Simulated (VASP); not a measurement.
# Ge (I4_1/amd) in VASP: single point with PBE

Aim: the single point of Ge with PBE.

All numbers are computed with VASP 6.6.1; they aren't measurements. Logs are shortened: lines on timing, memory, paths and dates and some standing lists are left out, and cuts for length are marked.

**1. The cell of the first run**

It takes space group I4_1/amd (No. 141, tetragonal). The conventional cell has a = 4.074 Å, b = 4.074 Å, c = 5.732 Å, α = 90.00°, β = 90.00°, γ = 90.00°. Within 3.3 Å of Ge (site symmetry -4m2) lie 4 Ge at 2.49 Å.

**2. Single point, PBE (strain -0.0050 x Voigt [0, 1, 0, 0, 0, 0])**

INCAR reads:

```
SYSTEM = Ge
PREC = Accurate ; ENCUT = 520
EDIFF = 1E-6 ; ISMEAR = 0
SIGMA = 0.15 ; LREAL = .False.
LASPH = .True. ; NELM = 60
ALGO = Normal ; ISIF = 2
LWAVE = .False. ; LCHARG = .False.
GGA = PE ; NBANDS = 21
```

KPOINTS reads:

```
Automatic mesh
0
Gamma
  18 18 18
  0 0 0
```

POSCAR reads:

```
Ge
1.0
    0.0000000000      2.8661320980      2.8805347719
    2.8805347719      0.0000000000      2.8805347719
    2.8805347719      2.8661320980      0.0000000000
Ge
2
Direct
    0.5000000000      0.5000000000      0.5000000000
    0.7500000000      0.7500000000      0.7500000000
```

Potentials or basis: VASP PAW PBE potentials, release 64 (Ge_d).

Run with:

```bash
> cat potpaw_PBE.64/Ge_d/POTCAR > POTCAR
> mpirun -np 1 vasp_std > vasp.out
```

OUTCAR:

```text
SYSTEM = Ge
   PREC = Accurate
   ENCUT = 520
   EDIFF = 1E-6
   ISMEAR = 0
   LREAL = .False.
   LASPH = .True.
   NELM = 60
   ISIF = 2
   GGA = PE

 ion  position               nearest neighbor table
   1  0.500  0.500  0.500-   2 2.49   2 2.49   2 2.49   2 2.49
   2  0.750  0.750  0.750-   1 2.49   1 2.49   1 2.49   1 2.49

  LATTYP: Found a body centered tetragonal cell.
 ALAT       =     4.0736913413
 C/A-ratio  =     1.4071424945

  Lattice vectors:

 A1 = (   0.0000000000,  -2.8661320980,   2.8805347719)
 A2 = (   0.0000000000,  -2.8661320980,  -2.8805347719)
 A3 = (   2.8805347719,   2.8661320980,   0.0000000000)

Analysis of symmetry for initial positions (statically):
=====================================================================
 Subroutine PRICEL returns:
 Original cell was already a primitive cell.

 Routine SETGRP: Setting up the symmetry group for a
 body centered tetragonal supercell.

 Subroutine GETGRP returns: Found 16 space group operations
 (whereof  8 operations were pure point group operations)
 out of a pool of 16 trial point group operations.

The static configuration has the point symmetry D_2d.
 The point group associated with its full space group is D_4h.

Analysis of symmetry for dynamics (positions and initial velocities):
=====================================================================
 Subroutine PRICEL returns:
 Original cell was already a primitive cell.

 Routine SETGRP: Setting up the symmetry group for a
 body centered tetragonal supercell.

 Subroutine GETGRP returns: Found 16 space group operations
 (whereof  8 operations were pure point group operations)
 out of a pool of 16 trial point group operations.

The dynamic configuration has the point symmetry D_2d.
 The point group associated with its full space group is D_4h.

 Subroutine INISYM returns: Found 16 space group operations
 (whereof  8 operations are pure point group operations),
 and found     1 'primitive' translations

----------------------------------------------------------------------------------------

                                     Primitive cell

  volume of cell :      47.5634

  direct lattice vectors                    reciprocal lattice vectors
     0.000000000  2.866132098  2.880534772    -0.173578880  0.174451136  0.173578880
     2.880534772  0.000000000  2.880534772     0.173578880 -0.174451136  0.173578880
     2.880534772  2.866132098  0.000000000     0.173578880  0.174451136 -0.173578880

  length of vectors
     4.063519875  4.073691341  4.063519875     0.301151879  0.301151879  0.301151879

  position of ions in fractional coordinates (direct lattice)
     0.500000000  0.500000000  0.500000000
     0.750000000  0.750000000  0.750000000

  ion indices of the primitive-cell ions
   primitive index   ion index
                 1           1
                 2           2

----------------------------------------------------------------------------------------

 KPOINTS: Automatic mesh

Automatic generation of k-mesh.
 Grid dimensions read from file:
 generate k-points for:   18   18   18

 Generating k-lattice:

  Cartesian coordinates                     Fractional coordinates (reciprocal lattice)
    -0.009643271  0.009691730  0.009643271     0.055555556  0.000000000 -0.000000000
     0.009643271 -0.009691730  0.009643271     0.000000000  0.055555556  0.000000000
     0.009643271  0.009691730 -0.009643271    -0.000000000  0.000000000  0.055555556

  Length of vectors
     0.016730660  0.016730660  0.016730660

  Shift w.r.t. Gamma in fractional coordinates (k-lattice)
     0.000000000  0.000000000  0.000000000

 Subroutine IBZKPT returns following result:
 ===========================================

 Found    480 irreducible k-points:

 Following reciprocal coordinates:
            Coordinates               Weight
  0.000000  0.000000  0.000000      1.000000
  0.055556  0.000000  0.000000      8.000000
  0.111111  0.000000  0.000000      8.000000
  0.166667  0.000000  0.000000      8.000000
  0.222222  0.000000 -0.000000      8.000000
  0.277778  0.000000  0.000000      8.000000
[... 16 lines left out ...]
 -0.277778  0.055556  0.000000     16.000000
 -0.222222  0.055556  0.000000     16.000000
 [... further k-points ...]
   k-points           NKPTS =    480   k-points in BZ     NKDIM =    480   number of bands    NBANDS=     21
   number of dos      NEDOS =    301   number of ions     NIONS =      2
   total plane-waves  NPLWV =  27000
   dimension x,y,z NGX =    30 NGY =   30 NGZ =   30
   dimension x,y,z NGXF=    60 NGYF=   60 NGZF=   60
   ions per type =               2
   NGX,Y,Z   is equivalent  to a cutoff of  12.27, 12.24, 12.27 a.u.
   NGXF,Y,Z  is equivalent  to a cutoff of  24.55, 24.49, 24.55 a.u.
 SYSTEM =  Ge
   PREC   = accura    normal or accurate (medium, high low for compatibility)
   ISTART =      0    job   : 0-new  1-cont  2-samecut
   ICHARG =      2    charge: 1-file 2-atom 10-const
   ISPIN  =      1    spin polarized calculation?
   LNONCOLLINEAR =      F non collinear calculations
   LSORBIT =      F    spin-orbit coupling
   LASPH  =      T    aspherical Exc in radial PAW
   ENCUT  =  520.0 eV  38.22 Ry    6.18 a.u.   7.56  7.57  7.56*2*pi/ulx,y,z
   NELM   =     60;   NELMIN=  2; NELMDL= -5     # of ELM steps
   EDIFF  = 0.1E-05   stopping-criterion for ELM
   LREAL  =      F    real-space projection
   EDIFFG = 0.1E-04   stopping-criterion for IOM
   NSW    =      0    number of steps for IOM
   IBRION =     -1    ionic relax: 0-MD 1-quasi-New 2-CG
   NFREE  =      0    steps in history (QN), initial steepest desc. (CG)
   ISIF   =      2    stress and relaxation
   ISYM   =      2    0-nonsym 1-usesym 2-fastsym
   POTIM  = 0.5000    time-step for ionic-motion
   TEBEG  =    0.0;   TEEND  =   0.0 temperature during run
   PSTRESS=    0.0 pullay stress
   NELECT =      28.0000    total number of electrons
   NUPDOWN=      -1.0000    fix difference up-down
   EMIN   =  10.00;   EMAX   =-10.00  energy-range for DOS
   EFERMI =   0.00;   METHOD = LEGACY
   ISMEAR =     0;   SIGMA  =   0.15  broadening in eV -4-tet -1-fermi 0-gaus
   EFERMI_NEDOS =   21; number of points for ismear=-14 and -15
   IALGO  =     38    algorithm
   IMIX   =      4    mixing-type and parameters
     AMIX     =   0.40;   BMIX     =  1.00
     AMIX_MAG =   1.60;   BMIX_MAG =  1.00
  volume/ion in A,a.u.               =      23.78       160.49
  Fermi-wavevector in a.u.,A,eV,Ry     =   1.372050  2.592799 25.613266  1.882522
  Thomas-Fermi vector in A             =   2.497692
   LORBIT       =      0    0 simple, 1 ext, 2 COOP (PROOUT), +10 PAW based schemes
   GGA     = PE    functional components
   LHFCALC =     F    Hartree Fock is set to
   AEXX    =    0.0000 exact exchange contribution
   IVDW    =     0    specifies the selected vdW correction
   LEPSILON=     F    determine dielectric tensor
   LRPA    =     F    only Hartree local field effects (RPA)
 non-spin polarized calculation
 Gauss-broadening in eV      SIGMA  =   0.15
  energy-cutoff  :      520.00
  volume of cell :       47.56
 maximum number of plane-waves:      1303
   NGX = 15   NGY = 15   NGZ = 15

 number of electron      27.9999983 magnetization

 Free energy of the ion-electron system (eV)
  ---------------------------------------------------
  ext. energy  EPLUGINS =         0.00000000
  ---------------------------------------------------
  free energy    TOTEN  =        -9.03707624 eV

  energy without entropy =       -9.03646349  energy(sigma->0) =       -9.03676986

 E-fermi :   4.5494     XC(G=0):  -9.6939

 val. band max:        4.5483285471   @ k =   0.0000   0.0000   0.0000
 cond. band min:       4.5622496495   @ k =   0.5000   0.0000   0.0000
 fundamental gap:      0.0139211024
 Fermi energy:         4.5494125841

 k-point     1 :       0.0000    0.0000    0.0000
  band No.  band energies     occupation
      1     -20.2287      2.00000
      2     -20.2278      2.00000
      3     -20.2278      2.00000
      4     -20.1957      2.00000
      5     -20.1955      2.00000
      6     -20.0108      2.00000
[... 13 lines left out ...]
     20      13.8277      0.00000
     21      13.9232      0.00000

 k-point     2 :       0.0556    0.0000    0.0000
  band No.  band energies     occupation
      1     -20.2303      2.00000
      2     -20.2296      2.00000
      3     -20.2276      2.00000
      4     -20.1933      2.00000
      5     -20.1931      2.00000
      6     -20.0141      2.00000
[... 13 lines left out ...]
     20      13.5350      0.00000
     21      13.6193      0.00000

 k-point     3 :       0.1111    0.0000    0.0000
  band No.  band energies     occupation
      1     -20.2343      2.00000
      2     -20.2336      2.00000
      3     -20.2263      2.00000
      4     -20.1875      2.00000
      5     -20.1874      2.00000
      6     -20.0201      2.00000
[... 13 lines left out ...]
     20      13.0907      0.00000
     21      13.1603      0.00000

 k-point     4 :       0.1667    0.0000    0.0000
  band No.  band energies     occupation
      1     -20.2388      2.00000
      2     -20.2381      2.00000
      3     -20.2243      2.00000
      4     -20.1806      2.00000
      5     -20.1805      2.00000
      6     -20.0264      2.00000
[... 13 lines left out ...]
     20      12.7818      0.00000
     21      12.8359      0.00000

 k-point     5 :       0.2222    0.0000   -0.0000
  band No.  band energies     occupation
      1     -20.2428      2.00000
      2     -20.2420      2.00000
      3     -20.2217      2.00000
      4     -20.1738      2.00000
      5     -20.1738      2.00000
      6     -20.0320      2.00000
[... 13 lines left out ...]
     20      12.7034      0.00000
     21      12.7406      0.00000
[... 382 lines left out ...]
     20      13.8208      0.00000
     21      15.1813      0.00000

 k-point    22 :      -0.3333    0.0556    0.0000
  band No.  band energies     occupation
      1     -20.2505      2.00000
      2     -20.2485      2.00000
      3     -20.2128      2.00000
      4     -20.1644      2.00000
      5     -20.1579      2.00000
      6     -20.0462      2.00000
[... 13 lines left out ...]
     20      13.0825      0.00000
     21      14.3917      0.00000

 k-point    23 :      -0.2778    0.0556    0.0000
  band No.  band energies     occupation
      1     -20.2489      2.00000
      2     -20.2458      2.00000
      3     -20.2161      2.00000
      4     -20.1686      2.00000
      5     -20.1614      2.00000
      6     -20.0441      2.00000
[... 13 lines left out ...]
     20      12.5674      0.00000
     21      13.7638      0.00000

 k-point    24 :      -0.2222    0.0556    0.0000
  band No.  band energies     occupation
      1     -20.2463      2.00000
      2     -20.2423      2.00000
      3     -20.2198      2.00000
      4     -20.1738      2.00000
      5     -20.1669      2.00000
      6     -20.0401      2.00000
[... 13 lines left out ...]
     20      12.5575      0.00000
     21      13.3662      0.00000

 [... further k-points ...]

------------------------ aborting loop because EDIFF is reached ----------------------------------------

  FORCE on cell =-STRESS in cart. coord.  units (eV):
  Direction    XX          YY          ZZ          XY          YZ          ZX
  --------------------------------------------------------------------------------------
  -------------------------------------------------------------------------------------
  Total        0.0270765      0.1264795      0.0270765      0.0000000     -0.0000000      0.0000000
  in kB        0.9120763      4.2604774      0.9120763      0.0000000     -0.0000000      0.0000000
  external PRESSURE =       2.0282100 kB  Pullay stress =       0.0000000 kB

 VOLUME and BASIS-vectors are now :
 -----------------------------------------------------------------------------
  energy-cutoff  :      520.00
  volume of cell :       47.56
      direct lattice vectors                 reciprocal lattice vectors
     0.000000000  2.866132098  2.880534772    -0.173578880  0.174451136  0.173578880
     2.880534772  0.000000000  2.880534772     0.173578880 -0.174451136  0.173578880
     2.880534772  2.866132098  0.000000000     0.173578880  0.174451136 -0.173578880

 POSITION                                       TOTAL-FORCE (eV/Angst)
 -----------------------------------------------------------------------------------
      2.88053      2.86613      2.88053        -0.000000     -0.000000     -0.000000
      4.32080      4.29920      4.32080         0.000000      0.000000      0.000000
 -----------------------------------------------------------------------------------
    total drift:                                0.000000     -0.000000     -0.000000

  FREE ENERGIE OF THE ION-ELECTRON SYSTEM (eV)
  ---------------------------------------------------
  free  energy   TOTEN  =        -9.0370762390 eV

  energy  without entropy=       -9.0364634858  energy(sigma->0) =       -9.03676986
```

Wall time 6.3 min (1 thread of Oxide Virtual Turin-like, shared host); peak memory 0.43 GiB.

Results:

* Free energy: -9.0371 eV
* Pressure: 0.2 GPa

Stress tensor (GPa, compression positive):
```
0.09 0.00 0.00
0.00 0.43 0.00
0.00 0.00 0.09
```

Caveat: the cell differs from its parent crystal (strain -0.0050 x Voigt [0, 1, 0, 0, 0, 0]).
